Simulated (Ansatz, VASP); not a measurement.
# Ta4C3: VASP beside Ansatz

INCAR

```
SYSTEM = Ta4C3
  PREC = Accurate
  ENCUT = 520
  EDIFF = 1E-6
  ISMEAR = 0
  SIGMA = 0.15
  LREAL = .FALSE.
  LASPH = .TRUE.
  NELM = 60
  ALGO = Normal
  ISIF = 2
  LWAVE = .FALSE.
  LCHARG = .FALSE.
  GGA = PS
  NBANDS = 37
```

Contents of KPOINTS:

```
regular mesh
0
G
  10 10 10
  0 0 0
```

Contents of POSCAR:

```
Ta4C3
1.0
    4.5787062939      0.0000000000      0.0000000000
    0.0000000000      4.5787062939      0.0000000000
    0.0000000000      0.0000000000      4.5787062939
Ta C
4 3
Direct
    0.0000000000      0.5000000000      0.5000000000
    0.5000000000      0.0000000000      0.5000000000
    0.5000000000      0.5000000000      0.0000000000
    0.0000000000      0.0000000000      0.0000000000
    0.5000000000      0.0000000000      0.0000000000
    0.0000000000      0.5000000000      0.0000000000
    0.0000000000      0.0000000000      0.5000000000
```

Input for Ansatz:

```yaml
crystal:
  lattice:
    - [4.5787062939, 0.0, 0.0]
    - [0.0, 4.5787062939, 0.0]
    - [0.0, 0.0, 4.5787062939]
  atoms:
    - { symbol: Ta, position: [0.0, 0.5, 0.5] }
    - { symbol: Ta, position: [0.5, 0.0, 0.5] }
    - { symbol: Ta, position: [0.5, 0.5, 0.0] }
    - { symbol: Ta, position: [0.0, 0.0, 0.0] }
    - { symbol: C, position: [0.5, 0.0, 0.0] }
    - { symbol: C, position: [0.0, 0.5, 0.0] }
    - { symbol: C, position: [0.0, 0.0, 0.5] }
basis:
  ecutwfc: 420
kpoints:
  mp_grid: { grid: [10, 10, 10] }
hamiltonian:
  xc: pbesol
scf:
  occupations: { method: gaussian, width: 0.15 }
output:
  forces: true
  stress: true
  eigenvalues: true
```

Change from the starting cell: strain +0.040 along x and y, +0.040 along z, atoms carried along.

Alike in both runs: task single point; functional PBEsol; k mesh 10 × 10 × 10; occupations gaussian, width 0.15 eV; no spin polarisation.

|  | VASP | Ansatz |
| --- | --- | --- |
| version | VASP 6.6.1 | Ansatz 0.2.0 |
| potentials or method | VASP PAW PBE potentials, release 64 (Ta_pv, C), cutoff 520 eV | scalar-relativistic, plane waves, PAW |
| valence electrons in the cell | 56 | 64 |

Ansatz gave:

| Item | Value |
| --- | --- |
| gap on the k mesh at the Fermi level (eV) | none |
| pressure (GPa) | -28.6 |

Q: Which values does VASP return?

A: gap on the k mesh at the Fermi level (eV): none; pressure (GPa): -28.2.

VASP's potentials were made for PBE, not for PBEsol. A gap of «none» marks a metal or a gap that the smearing closes. Both programs put the cell under strong tension, so it lies far from rest at this level. The functional is the same, so the differences come from potentials, cutoffs and numerics. VASP's potentials hold 56 valence electrons a cell and Ansatz's 64, so a difference there can come from the potentials and not from the codes.

Neither program's run includes spin-orbit coupling.
